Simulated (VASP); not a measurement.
Input of a VASP 6.6.1 run:

The input POSCAR:

```
AlP
1.0
    0.0000000000      2.7345801033      2.7345801033
    2.7345801033      0.0000000000      2.7345801033
    2.7345801033      2.7345801033      0.0000000000
Al P
1 1
Direct
    0.0000000000      0.0000000000      0.0000000000
    0.2500000000      0.2500000000      0.2500000000
```

Contents of INCAR.step1:

```
  PREC = Accurate
  ENCUT = 550
  ISMEAR = 0
  SIGMA = 0.02
  LREAL = False
  LASPH = True
  NELM = 120
  NBANDS = 11
  GGA = PE
  ALGO = Normal
  EDIFF = 1E-5
  LWAVE = True
  LCHARG = False
  GGA_COMPAT = False
```

INCAR.step2

```
  PREC = Accurate
  ENCUT = 550
  EDIFF = 1E-6
  ISMEAR = 0
  SIGMA = 0.02
  LREAL = False
  LASPH = True
  NELM = 120
  ALGO = Normal
  ISIF = 2
  LWAVE = False
  LCHARG = False
  METAGGA = R2SCAN
  LMIXTAU = True
  LUSE_VDW = True
  IVDW_NL = 2
  BPARAM = 11.95
  CPARAM = 0.0093
  NBANDS = 11
  ISTART = 1
  GGA_COMPAT = False
```

The input KPOINTS:

```
Automatic mesh
0
Gamma
  8 8 8
```

Potentials or basis: VASP PAW PBE potentials, release 64 (Al, P).

Run with:

```sh
$ cat potpaw_PBE.64/Al/POTCAR potpaw_PBE.64/P/POTCAR > POTCAR
$ cp INCAR.step1 INCAR
$ mpirun -np 1 vasp_std > vasp.out
$ cp INCAR.step2 INCAR
$ mpirun -np 1 vasp_std > vasp.out
```

Predict the pressure.

-0.3 GPa.

Estimate the band gap on the k mesh.

1.87 eV (least direct gap 3.92 eV).

Caveat: the PAW data sets were made with another functional, which shifts forces and pressure a little. A k mesh can miss the band edges.
